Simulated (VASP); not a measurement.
# PbO (Pbcm) in VASP: relaxation of cell and atoms with PBE

Aim: the relaxation of cell and atoms of PbO with PBE.

Everything below comes from runs of VASP 6.6.1. Logs are shortened: lines on timing, memory, paths and dates and some standing lists are left out, and cuts for length are marked.

## 1. The cell of the first run

The structure is orthorhombic, space group Pbcm (No. 57). Conventional cell: a = 5.893 Å, b = 5.490 Å, c = 4.753 Å, α = 90.00°, β = 90.00°, γ = 90.00°. Pb (site symmetry m) has 4 O at 2.22 to 2.48 Å within 2.9 Å. O (site symmetry m) has 4 Pb at 2.22 to 2.48 Å and 6 O at 2.94 to 3.17 Å within 3.2 Å.

## 2. Relaxation of cell and atoms, PBE

INCAR

```
SYSTEM = PbO
  PREC = Accurate
  ENCUT = 600
  EDIFF = 1E-7
  ISMEAR = 0
  SIGMA = 0.1
  LREAL = .False.
  LASPH = .True.
  NELM = 100
  ALGO = Normal
  ISIF = 3
  LWAVE = .False.
  LCHARG = .False.
  GGA = PE
  IBRION = 2
  NSW = 90
  EDIFFG = -0.04
```

KPOINTS

```
Automatic mesh
0
Gamma
  4 4 4
  0 0 0
```

POSCAR

```
PbO
1.0
    5.8931000000      0.0000000000      0.0000000000
    0.0000000000      5.4904000000      0.0000000000
    0.0000000000      0.0000000000      4.7528000000
Pb O
4 4
Direct
    0.2297000000      0.9884000000      0.2500000000
    0.7703000000      0.0116000000      0.7500000000
    0.2297000000      0.5116000000      0.7500000000
    0.7703000000      0.4884000000      0.2500000000
    0.8653000000      0.0917000000      0.2500000000
    0.1347000000      0.9083000000      0.7500000000
    0.8653000000      0.4083000000      0.7500000000
    0.1347000000      0.5917000000      0.2500000000
```

Potentials or basis: VASP PAW PBE potentials, release 64 (Pb_d, O).

Run with:

```bash
> cat potpaw_PBE.64/Pb_d/POTCAR potpaw_PBE.64/O/POTCAR > POTCAR
> mpirun -np 1 vasp_std > vasp.out
```

OUTCAR:

```text
SYSTEM = PbO
   PREC = Accurate
   ENCUT = 600
   EDIFF = 1E-7
   ISMEAR = 0
   LREAL = .False.
   LASPH = .True.
   NELM = 100
   ISIF = 3
   GGA = PE
   IBRION = 2
   NSW = 90
   EDIFFG = -0.04

 ion  position               nearest neighbor table
   1  0.230  0.988  0.250-   5 2.22   8 2.25   6 2.48   6 2.48   3 3.54   3 3.54   2 3.60   2 3.60
                             3 3.73   3 3.73   4 3.86   4 3.86   2 3.98   2 3.98
   2  0.770  0.012  0.750-   6 2.22   7 2.25   5 2.48   5 2.48   4 3.54   4 3.54   1 3.60   1 3.60
                             4 3.73   4 3.73   3 3.86   3 3.86   1 3.98   1 3.98
   3  0.230  0.512  0.750-   7 2.22   6 2.25   8 2.48   8 2.48   1 3.54   1 3.54   4 3.60   4 3.60
                             1 3.73   1 3.73   2 3.86   2 3.86   4 3.98   4 3.98
   4  0.770  0.488  0.250-   8 2.22   5 2.25   7 2.48   7 2.48   2 3.54   2 3.54   3 3.60   3 3.60
                             2 3.73   2 3.73   1 3.86   1 3.86   3 3.98   3 3.98
   5  0.865  0.092  0.250-   1 2.22   4 2.25   2 2.48   2 2.48
   6  0.135  0.908  0.750-   2 2.22   3 2.25   1 2.48   1 2.48
   7  0.865  0.408  0.750-   3 2.22   2 2.25   4 2.48   4 2.48
   8  0.135  0.592  0.250-   4 2.22   1 2.25   3 2.48   3 2.48

  LATTYP: Found a simple orthorhombic cell.
 ALAT       =     4.7528000000
 B/A-ratio  =     1.1551927285
 C/A-ratio  =     1.2399217303

  Lattice vectors:

 A1 = (   0.0000000000,   0.0000000000,  -4.7528000000)
 A2 = (   0.0000000000,   5.4904000000,   0.0000000000)
 A3 = (   5.8931000000,   0.0000000000,   0.0000000000)

Analysis of symmetry for initial positions (statically):
=====================================================================
 Subroutine PRICEL returns:
 Original cell was already a primitive cell.

 Routine SETGRP: Setting up the symmetry group for a
 simple orthorhombic supercell.

 Subroutine GETGRP returns: Found  8 space group operations
 (whereof  2 operations were pure point group operations)
 out of a pool of  8 trial point group operations.

The static configuration has the point symmetry S_2 .
 The point group associated with its full space group is D_2h.

Analysis of symmetry for dynamics (positions and initial velocities):
=====================================================================
 Subroutine PRICEL returns:
 Original cell was already a primitive cell.

 Routine SETGRP: Setting up the symmetry group for a
 simple orthorhombic supercell.

 Subroutine GETGRP returns: Found  8 space group operations
 (whereof  2 operations were pure point group operations)
 out of a pool of  8 trial point group operations.

The dynamic configuration has the point symmetry S_2 .
 The point group associated with its full space group is D_2h.

 Subroutine INISYM returns: Found  8 space group operations
 (whereof  2 operations are pure point group operations),
 and found     1 'primitive' translations

----------------------------------------------------------------------------------------

                                     Primitive cell

  volume of cell :     153.7791

  direct lattice vectors                    reciprocal lattice vectors
     5.893100000  0.000000000  0.000000000     0.169689976  0.000000000  0.000000000
     0.000000000  5.490400000  0.000000000     0.000000000  0.182136092  0.000000000
     0.000000000  0.000000000  4.752800000     0.000000000  0.000000000  0.210402289

  length of vectors
     5.893100000  5.490400000  4.752800000     0.169689976  0.182136092  0.210402289

  position of ions in fractional coordinates (direct lattice)
     0.229700000  0.988400000  0.250000000
     0.770300000  0.011600000  0.750000000
     0.229700000  0.511600000  0.750000000
     0.770300000  0.488400000  0.250000000
     0.865300000  0.091700000  0.250000000
     0.134700000  0.908300000  0.750000000
     0.865300000  0.408300000  0.750000000
     0.134700000  0.591700000  0.250000000

  ion indices of the primitive-cell ions
   primitive index   ion index
                 1           1
                 2           2
                 3           3
                 4           4
                 5           5
                 6           6
                 7           7
                 8           8

----------------------------------------------------------------------------------------

 KPOINTS: Automatic mesh

Automatic generation of k-mesh.
 Grid dimensions read from file:
 generate k-points for:    4    4    4

 Generating k-lattice:

  Cartesian coordinates                     Fractional coordinates (reciprocal lattice)
     0.042422494  0.000000000  0.000000000     0.250000000  0.000000000  0.000000000
     0.000000000  0.045534023  0.000000000     0.000000000  0.250000000  0.000000000
     0.000000000  0.000000000  0.052600572     0.000000000  0.000000000  0.250000000

  Length of vectors
     0.042422494  0.045534023  0.052600572

  Shift w.r.t. Gamma in fractional coordinates (k-lattice)
     0.000000000  0.000000000  0.000000000

 Subroutine IBZKPT returns following result:
 ===========================================

 Found     27 irreducible k-points:

 Following reciprocal coordinates:
            Coordinates               Weight
  0.000000  0.000000  0.000000      1.000000
  0.250000  0.000000  0.000000      2.000000
  0.500000  0.000000  0.000000      1.000000
  0.000000  0.250000  0.000000      2.000000
  0.250000  0.250000  0.000000      4.000000
  0.500000  0.250000  0.000000      2.000000
[... 16 lines left out ...]
  0.250000  0.250000  0.500000      4.000000
  0.500000  0.250000  0.500000      2.000000
 [... further k-points ...]
   k-points           NKPTS =     27   k-points in BZ     NKDIM =     27   number of bands    NBANDS=     48
   number of dos      NEDOS =    301   number of ions     NIONS =      8
   total plane-waves  NPLWV =  92160
   dimension x,y,z NGX =    48 NGY =   48 NGZ =   40
   dimension x,y,z NGXF=    96 NGYF=   96 NGZF=   80
   ions per type =               4   4
   NGX,Y,Z   is equivalent  to a cutoff of  13.54, 14.53, 13.99 a.u.
   NGXF,Y,Z  is equivalent  to a cutoff of  27.08, 29.07, 27.98 a.u.
 SYSTEM =  PbO
   PREC   = accura    normal or accurate (medium, high low for compatibility)
   ISTART =      0    job   : 0-new  1-cont  2-samecut
   ICHARG =      2    charge: 1-file 2-atom 10-const
   ISPIN  =      1    spin polarized calculation?
   LNONCOLLINEAR =      F non collinear calculations
   LSORBIT =      F    spin-orbit coupling
   LASPH  =      T    aspherical Exc in radial PAW
   ENCUT  =  600.0 eV  44.10 Ry    6.64 a.u.  11.77 10.97  9.49*2*pi/ulx,y,z
   NELM   =    100;   NELMIN=  2; NELMDL= -5     # of ELM steps
   EDIFF  = 0.1E-06   stopping-criterion for ELM
   LREAL  =      F    real-space projection
   EDIFFG = -.4E-01   stopping-criterion for IOM
   NSW    =     90    number of steps for IOM
   IBRION =      2    ionic relax: 0-MD 1-quasi-New 2-CG
   NFREE  =      1    steps in history (QN), initial steepest desc. (CG)
   ISIF   =      3    stress and relaxation
   ISYM   =      2    0-nonsym 1-usesym 2-fastsym
   POTIM  = 0.5000    time-step for ionic-motion
   TEBEG  =    0.0;   TEEND  =   0.0 temperature during run
   PSTRESS=    0.0 pullay stress
   NELECT =      80.0000    total number of electrons
   NUPDOWN=      -1.0000    fix difference up-down
   EMIN   =  10.00;   EMAX   =-10.00  energy-range for DOS
   EFERMI =   0.00;   METHOD = LEGACY
   ISMEAR =     0;   SIGMA  =   0.10  broadening in eV -4-tet -1-fermi 0-gaus
   EFERMI_NEDOS =   21; number of points for ismear=-14 and -15
   IALGO  =     38    algorithm
   IMIX   =      4    mixing-type and parameters
     AMIX     =   0.40;   BMIX     =  1.00
     AMIX_MAG =   1.60;   BMIX_MAG =  1.00
  volume/ion in A,a.u.               =      19.22       129.72
  Fermi-wavevector in a.u.,A,eV,Ry     =   1.316656  2.488119 23.586835  1.733583
  Thomas-Fermi vector in A             =   2.446753
   LORBIT       =      0    0 simple, 1 ext, 2 COOP (PROOUT), +10 PAW based schemes
   GGA     = PE    functional components
   LHFCALC =     F    Hartree Fock is set to
   AEXX    =    0.0000 exact exchange contribution
   IVDW    =     0    specifies the selected vdW correction
   LEPSILON=     F    determine dielectric tensor
   LRPA    =     F    only Hartree local field effects (RPA)
 conjugate gradient relaxation of ions
 non-spin polarized calculation
 Gauss-broadening in eV      SIGMA  =   0.10
  energy-cutoff  :      600.00
  volume of cell :      153.78
 maximum number of plane-waves:      5160
 NGX is ok and might be reduce to    48
   NGX = 23   NGY = 21   NGZ = 19

--------------------------------------- Ionic step        1  -------------------------------------------

 number of electron      79.9999996 magnetization

 Free energy of the ion-electron system (eV)
  ---------------------------------------------------
  ext. energy  EPLUGINS =         0.00000000
  ---------------------------------------------------
  free energy    TOTEN  =       -42.71952095 eV

  energy without entropy =      -42.71952095  energy(sigma->0) =      -42.71952095

 E-fermi :   5.2462     XC(G=0): -10.0658

 val. band max:        4.7959944766   @ k =   0.5000   0.0000   0.0000
 cond. band min:       7.2197286088   @ k =   0.5000   0.5000   0.2500
 fundamental gap:      2.4237341321
 Fermi energy:         5.2461546543

 k-point     1 :       0.0000    0.0000    0.0000
  band No.  band energies     occupation
      1     -12.8907      2.00000
      2     -12.7807      2.00000
      3     -12.6771      2.00000
      4     -12.5775      2.00000
      5     -10.7050      2.00000
      6     -10.6445      2.00000
[... 1334 lines left out ...]
  FREE ENERGIE OF THE ION-ELECTRON SYSTEM (eV)
  ---------------------------------------------------
  free  energy   TOTEN  =       -42.8253666442 eV

  energy  without entropy=      -42.8253666442  energy(sigma->0) =      -42.82536664

[... ionic steps 4 to 13 ...]

--------------------------------------- Ionic step       14  -------------------------------------------

 number of electron      79.9999996 magnetization

------------------------ aborting loop because EDIFF is reached ----------------------------------------

  FORCE on cell =-STRESS in cart. coord.  units (eV):
  Direction    XX          YY          ZZ          XY          YZ          ZX
  --------------------------------------------------------------------------------------
  -------------------------------------------------------------------------------------
  Total        0.3656780      0.1659524     -0.0109193      0.0000000     -0.0000000      0.0000000
  in kB        3.3581414      1.5239953     -0.1002760      0.0000000     -0.0000000      0.0000000
  external PRESSURE =       1.5939536 kB  Pullay stress =       0.0000000 kB
[... 69 lines left out ...]
  energy  without entropy=      -42.8889372438  energy(sigma->0) =      -42.88893724

--------------------------------------- Ionic step       16  -------------------------------------------

 number of electron      80.0000006 magnetization

 Free energy of the ion-electron system (eV)
  ---------------------------------------------------
  ext. energy  EPLUGINS =         0.00000000
  ---------------------------------------------------
  free energy    TOTEN  =       -42.88938898 eV

  energy without entropy =      -42.88938898  energy(sigma->0) =      -42.88938898

 E-fermi :   4.0960     XC(G=0):  -9.3036

 val. band max:        3.6156809647   @ k =   0.0000   0.0000   0.0000
 cond. band min:       6.0693321675   @ k =   0.5000   0.5000   0.5000
 fundamental gap:      2.4536512028
 Fermi energy:         4.0959654343

 k-point     1 :       0.0000    0.0000    0.0000
  band No.  band energies     occupation
      1     -13.7108      2.00000
      2     -13.6926      2.00000
      3     -13.6210      2.00000
      4     -13.5239      2.00000
      5     -11.8884      2.00000
      6     -11.8468      2.00000
[... 1250 lines left out ...]
  FREE ENERGIE OF THE ION-ELECTRON SYSTEM (eV)
  ---------------------------------------------------
  free  energy   TOTEN  =       -42.8893889757 eV

  energy  without entropy=      -42.8893889757  energy(sigma->0) =      -42.88938898

 reached required accuracy - stopping structural energy minimisation
```

It took 39 min on 1 thread of AMD EPYC 9R45 (Zen 5), shared host; peak memory 0.39 GiB.

What came out:

- Free energy: -42.8894 eV
- Relaxed volume: 21.93 Å³/atom
- Relaxed cell: a = 6.282 Å, b = 5.806 Å, c = 4.810 Å, α = 90.00°, β = 90.00°, γ = 90.00°
- Space group after relaxing (to 0.1 Å): Pbcm (No. 57)
- Energy gained by relaxing: 21.2 meV/atom
- Ionic steps: 16
- Pressure after relaxing: -0.1 GPa
- Largest force after relaxing: 0.032 eV/Å
- Band gap on the k mesh: 2.45 eV (least direct gap 2.68 eV)

Forces in eV/Å, atoms in the order of the input:
```
Pb  -0.014  0.029  0.000
Pb   0.014 -0.029  0.000
Pb  -0.014 -0.029  0.000
Pb   0.014  0.029  0.000
O    0.006  0.028  0.000
O   -0.006 -0.028  0.000
O    0.006 -0.028  0.000
O   -0.006  0.028  0.000
```

Step by step:
| step | energy change (eV) | largest force (eV/Å) | pressure (GPa) | volume (Å³) |
| --- | --- | --- | --- | --- |
| 1 | 0.0000 | 0.4959 | 4.64 | 153.78 |
| 2 | -0.0197 | 0.9131 | -3.06 | 166.50 |
| 3 | -0.1058 | 0.2941 | 0.26 | 160.22 |
| 4 | -0.1220 | 0.2331 | 0.20 | 161.53 |
| 5 | -0.1433 | 0.1286 | 0.08 | 165.42 |
| 6 | -0.1508 | 0.0989 | 0.13 | 166.63 |
| 7 | -0.1509 | 0.1086 | 0.14 | 166.76 |
| 8 | -0.1549 | 0.0946 | 0.03 | 167.88 |
| 9 | -0.1616 | 0.0568 | -0.23 | 170.86 |
| 10 | -0.1598 | 0.0693 | -0.62 | 176.92 |
| 11 | -0.1632 | 0.0533 | -0.39 | 173.33 |
| 12 | -0.1657 | 0.0273 | -0.13 | 173.51 |
| 13 | -0.1667 | 0.0915 | 0.24 | 173.77 |
| 14 | -0.1686 | 0.0655 | 0.16 | 174.47 |
| 15 | -0.1694 | 0.0437 | 0.08 | 175.25 |
| 16 | -0.1699 | 0.0317 | -0.05 | 175.45 |

Final structure:
```
CELL_PARAMETERS angstrom
6.28225 0.00000 0.00000
0.00000 5.80597 0.00000
0.00000 0.00000 4.81024
ATOMIC_POSITIONS crystal
Pb 0.21583 0.97796 0.25000
Pb 0.78417 0.02204 0.75000
Pb 0.21583 0.52204 0.75000
Pb 0.78417 0.47796 0.25000
O 0.87212 0.09483 0.25000
O 0.12788 0.90517 0.75000
O 0.87212 0.40517 0.75000
O 0.12788 0.59483 0.25000
```

Levels at points of the mesh, in eV from the valence-band top:
```tsv
k point	band 38	band 39	band 40	band 41	band 42	band 43
(0.00, 0.00, 0.00)	-1.08	-0.21	0.00	3.18	3.41	4.90
(0.50, 0.00, 0.00)	-0.78	-0.40	-0.05	2.69	3.24	4.12
(0.00, 0.50, 0.00)	-0.97	-0.21	-0.21	3.78	3.78	4.48
(0.50, 0.50, 0.00)	-0.78	-0.41	-0.41	2.81	2.81	4.16
(0.00, 0.00, 0.50)	-0.76	-0.26	-0.26	3.94	3.94	4.47
(0.50, 0.00, 0.50)	-0.51	-0.34	-0.34	2.97	2.97	3.74
(0.00, 0.50, 0.50)	-0.67	-0.67	-0.67	3.22	3.22	3.22
(0.50, 0.50, 0.50)	-0.50	-0.50	-0.50	2.45	2.45	2.45
```

Caveat: spin-orbit coupling is left out, which moves the levels of the heavy elements.
